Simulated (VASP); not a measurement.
Write the native input for VASP 6.6.1 that does the following.

```
Task                   : single point
Functional             : r2SCAN
Potentials or basis    : VASP PAW PBE potentials, release 64 (Ga_d)
Cutoff                 : 520 eV
k mesh                 : 5 × 5 × 4
Occupations            : fermi-dirac, width 0.1 eV
Spin                   : no spin polarisation
Dipole correction      : no
Further INCAR settings : ALGO = Normal; EDIFF = 1e-07; NBANDS = 34
```

Crystal: Ga.

```
Ga
1.0
     2.23185   -3.79323    0.00000
     2.23185    3.79323    0.00000
     0.00000    0.00000    4.53464
Ga
4
Cartesian
  2.2319 -2.6115 0.3881
  2.2319 -1.1817 2.6554
  2.2319 2.6115 4.1466
  2.2319 1.1817 1.8792
```

These files were run (other wordings do the same):

POSCAR

```
Ga
1.0
    2.2318501700     -3.7932285796      0.0000000000
    2.2318501700      3.7932285796      0.0000000000
    0.0000000000      0.0000000000      4.5346411306
Ga
4
Direct
    0.8442341977      0.1557658023      0.0855794111
    0.6557658023      0.3442341977      0.5855794111
    0.1557658023      0.8442341977      0.9144205889
    0.3442341977      0.6557658023      0.4144205889
```

INCAR.step1

```
SYSTEM = Ga
PREC = Accurate
ENCUT = 520
ISMEAR = -1
SIGMA = 0.1
LREAL = .FALSE.
LASPH = .TRUE.
NELM = 60
NBANDS = 34
GGA = PE
ALGO = Normal
EDIFF = 1E-4
LWAVE = .TRUE.
LCHARG = .FALSE.
```

INCAR.step2

```
SYSTEM = Ga
PREC = Accurate
ENCUT = 520
EDIFF = 1E-7
ISMEAR = -1
SIGMA = 0.1
LREAL = .FALSE.
LASPH = .TRUE.
NELM = 60
ALGO = Normal
ISIF = 2
LWAVE = .FALSE.
LCHARG = .TRUE.
METAGGA = R2SCAN
LMIXTAU = .TRUE.
LELF = .TRUE.
LVHAR = .TRUE.
NBANDS = 34
ISTART = 1
```

KPOINTS

```
regular mesh
0
G
  5 5 4
  0 0 0
```

Potentials or basis: VASP PAW PBE potentials, release 64 (Ga_d).

Launch:

```console
$ cat potpaw_PBE.64/Ga_d/POTCAR > POTCAR
$ cp INCAR.step1 INCAR
$ mpirun -np 1 vasp_std > vasp.out
$ cp INCAR.step2 INCAR
$ mpirun -np 1 vasp_std > vasp.out
```

It gave:

| Property | Result |
| --- | --- |
| Pressure | -0.1 GPa |
| Largest force | 0.047 eV/Å |
| Band gap on the k mesh | zero (band 26 reaches 5.52 eV, above the bottom of band 27 at 4.37 eV) |

Caveat: the PAW data sets were made with another functional, which shifts forces and pressure a little.

Wall time 120 s on 1 thread of Intel(R) Xeon(R) 6975P-C (Granite Rapids) (shared host), peak memory 0.23 GiB.
